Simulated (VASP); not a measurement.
A run of VASP 6.6.1 is set up as follows.

The input INCAR:

```
  PREC = Accurate
  ENCUT = 500
  EDIFF = 1E-6
  ISMEAR = 0
  SIGMA = 0.1
  LREAL = F
  LASPH = T
  NELM = 120
  ALGO = Normal
  ISIF = 2
  LWAVE = F
  LCHARG = T
  GGA = PS
  LELF = T
  LVHAR = T
  NBANDS = 28
  GGA_COMPAT = F
```

Contents of KPOINTS:

```
regular mesh
0
Gamma
  8 8 8
```

File POSCAR:

```
CsBa3
1.0
    0.0000000000      5.2212840000      5.2212840000
    5.2212840000      0.0000000000      5.2212840000
    5.2212840000      5.2212840000      0.0000000000
Cs Ba
1 3
Direct
    0.0000000000      0.0000000000      0.0000000000
    0.2500000000      0.2500000000      0.2500000000
    0.7500000000      0.7500000000      0.7500000000
    0.5000000000      0.5000000000      0.5000000000
```

Potentials or basis: VASP PAW PBE potentials, release 64 (Cs_sv, Ba_sv).

Run with:

```sh
$ cat potpaw_PBE.64/Cs_sv/POTCAR potpaw_PBE.64/Ba_sv/POTCAR > POTCAR
$ mpirun -np 1 vasp_std > vasp.out
```

(1) Estimate the pressure.

Results:

(1) -0.5 GPa.

Caveat: the PAW data sets were made with another functional, which shifts forces and pressure a little.
